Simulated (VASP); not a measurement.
A run of VASP 6.6.1:

Contents of INCAR:

```
SYSTEM = Sn
ALGO = Normal
EDIFF = 1E-6
ENCUT = 520
GGA = PE
ISIF = 2
ISMEAR = 1
IVDW = 12
LASPH = .TRUE.
LCHARG = .FALSE.
LREAL = .FALSE.
LWAVE = .FALSE.
NBANDS = 21
NELM = 60
PREC = Accurate
SIGMA = 0.2
```

Contents of KPOINTS:

```
k-points
0
G
  8 8 8
  0 0 0
```

The input POSCAR:

```
Sn
1.0
    0.0000000000      3.0984578961      3.0984578961
    3.0984578961      0.0000000000      3.0984578961
    3.0984578961      3.0984578961      0.0000000000
Sn
2
Direct
    0.0000000000      0.0000000000      0.0000000000
    0.2500000000      0.2500000000      0.2500000000
```

Potentials or basis: VASP PAW PBE potentials, release 64 (Sn_d).

The run is started by

```sh
$ cat potpaw_PBE.64/Sn_d/POTCAR > POTCAR
$ mpirun -np 1 vasp_std > vasp.out
```

Hardware: 1 thread of AMD EPYC 7R13, with other jobs on the host.

Question: Estimate the wall time of this run.

Answer: Run time: 87 s on 1 thread of AMD EPYC 7R13 (shared host), peak memory 0.19 GiB. Counts: scf iterations 12, k points 29.
